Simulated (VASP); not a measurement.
Set up this calculation in VASP 6.6.1, as the native input.

- Task: single point
- Functional: PBEsol
- Potentials or basis: VASP PAW PBE potentials, release 64 (N)
- Cutoff: 600 eV
- k mesh: 11 × 11 × 11
- Occupations: gaussian, width 0.1 eV
- Spin: no spin polarisation
- Dipole correction: no
- Further INCAR settings: ALGO = Normal; EDIFF = 1e-06; NBANDS = 8

The structure of N lies in POSCAR:

```
N
1.0
    0.0000000000      1.5538090000      1.5538090000
    1.5538090000      0.0000000000      1.5538090000
    1.5538090000      1.5538090000      0.0000000000
N
1
Direct
    0.0000000000      0.0000000000      0.0000000000
```

These files were run (other wordings do the same):

INCAR

```
PREC = Accurate ; ENCUT = 600
EDIFF = 1E-6 ; ISMEAR = 0
SIGMA = 0.1 ; LREAL = F
LASPH = T ; NELM = 120
ALGO = Normal ; ISIF = 2
LWAVE = F ; LCHARG = F
GGA = PS ; NBANDS = 8
GGA_COMPAT = F
```

KPOINTS

```
Automatic mesh
0
Gamma
  11 11 11
```

Potentials or basis: VASP PAW PBE potentials, release 64 (N).

Launch:

```console
$ cat potpaw_PBE.64/N/POTCAR > POTCAR
$ mpirun -np 1 vasp_std > vasp.out
```

Results of the run:

```
Pressure : -8.6 GPa
```

Caveat: the PAW data sets were made with another functional, which shifts forces and pressure a little.

It took 7.1 s on 1 thread of Intel Xeon 8259CL, with other jobs on the host, peak memory 0.11 GiB.
